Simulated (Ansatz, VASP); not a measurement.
**Two plane-wave programs on Ti2Al6H**

The input INCAR:

```
PREC = Accurate
ENCUT = 520
EDIFF = 1E-7
ISMEAR = 0
SIGMA = 0.1
LREAL = F
LASPH = T
NELM = 100
ALGO = Normal
ISIF = 2
LWAVE = F
LCHARG = F
LDIPOL = T
IDIPOL = 3
DIPOL = 0.5 0.5 0.308
GGA = PE
IVDW = 12
NBANDS = 32
```

KPOINTS

```
Automatic mesh
0
Gamma
  6 6 1
```

POSCAR

```
Ti2Al6H
1.0
    5.0241861190      0.0000000000      0.0000000000
    2.1588814530      4.5367033218      0.0000000000
    0.0000000000      0.0000000000     21.2187109014
Al Ti H
6 2 1
Direct
    0.5000000000      0.0000000000      0.1885128658
    0.0000000000      0.5000000000      0.1885128658
    0.0000000000      0.0000000000      0.2517328341
    0.0000000000      0.5000000000      0.3193548961
    0.5000000000      0.0000000000      0.3193548961
    0.5000000000      0.5000000000      0.3826203646
    0.5000000000      0.5000000000      0.2517328341
    0.0000000000      0.0000000000      0.3797002555
    0.5000000000      1.0000000000      0.4863024408
```

Input for Ansatz:

```yaml
crystal:
  lattice:
    - [5.024186119, 0.0, 0.0]
    - [2.158881453, 4.5367033218, 0.0]
    - [0.0, 0.0, 21.2187109014]
  atoms:
    - { symbol: Al, position: [0.5, 0.0, 0.1885128658] }
    - { symbol: Al, position: [0.0, 0.5, 0.1885128658] }
    - { symbol: Ti, position: [0.5, 0.5, 0.2517328341] }
    - { symbol: Al, position: [0.0, 0.0, 0.2517328341] }
    - { symbol: Al, position: [0.0, 0.5, 0.3193548961] }
    - { symbol: Al, position: [0.5, 0.0, 0.3193548961] }
    - { symbol: Ti, position: [0.0, 0.0, 0.3797002555] }
    - { symbol: Al, position: [0.5, 0.5, 0.3826203646] }
    - { symbol: H, position: [0.5, 1.0, 0.4863024408] }
basis:
  ecutwfc: 420
kpoints:
  mp_grid: { grid: [6, 6, 1] }
hamiltonian:
  xc: pbe
  pseudopotentials: { kind: paw, azcp: { folder: soft_1 } }
  dispersion: d3bj
scf:
  occupations: { method: gaussian, width: 0.1 }
output:
  forces: true
  eigenvalues: true
efield:
  axis: 3
  dipole_correction: true
  ramp_width: 0.04
```

Alike in both runs: task single point; functional PBE; dispersion D3(BJ); k mesh 6 × 6 × 1; occupations gaussian, width 0.1 eV; no spin polarisation.

```csv
,VASP,Ansatz
version,VASP 6.6.1,Ansatz 0.2.0
potentials or method,"VASP PAW PBE potentials, release 64 (Al, Ti_sv, H), cutoff 520 eV","scalar-relativistic, plane waves, PAW"
valence electrons in the cell,43,43
```

VASP gave:

| Property | Result |
| --- | --- |
| gap on the k mesh at the Fermi level (eV) | none |
| rms of the force components (eV/Å) | 0.340 |

Task: Which values does Ansatz return?

Result: gap on the k mesh at the Fermi level (eV): none; rms of the force components (eV/Å): 0.339.

A gap of «none» marks a metal or a gap that the smearing closes.
